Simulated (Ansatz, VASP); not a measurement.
ZnS in VASP and in Ansatz

```
Zn S
1.0
     3.92533    0.00000    0.00000
    -1.96266    3.39943    0.00000
     0.00000    0.00000    6.23400
Zn S
2 2
Direct
  0.33333 0.66667 0.00000
  0.66667 0.33333 0.50000
  0.33333 0.66667 0.38500
  0.66667 0.33333 0.88500
```

Change from the starting cell: equal xx and yy strain of +3 %.

Alike in both runs: task single point; functional PBE; k mesh 8 × 8 × 5; occupations fermi-dirac, width 0.03 eV; no spin polarisation.

|  | VASP | Ansatz |
| --- | --- | --- |
| version | VASP 6.6.1 | Ansatz 0.2.0 |
| potentials or method | VASP PAW PBE potentials, release 64 (Zn, S), cutoff 520 eV | all-electron LAPW, scalar-relativistic |

|  | VASP | Ansatz | Ansatz less VASP |
| --- | --- | --- | --- |
| gap on the k mesh at the Fermi level (eV) | 1.92 | 1.93 | +0.001 |
| pressure (GPa) | -1.8 | -1.9 | -0.11 |
| traceless stress, the component that is largest in VASP (GPa) | 1.26 | 1.26 | -0.001 |
| rms of the force components (eV/Å) | 0.084 | 0.084 | -0.0002 |

Atom by atom the forces differ by 0.000 eV/Å (rms over components). Ansatz ran all-electron here, and VASP with PAW potentials.
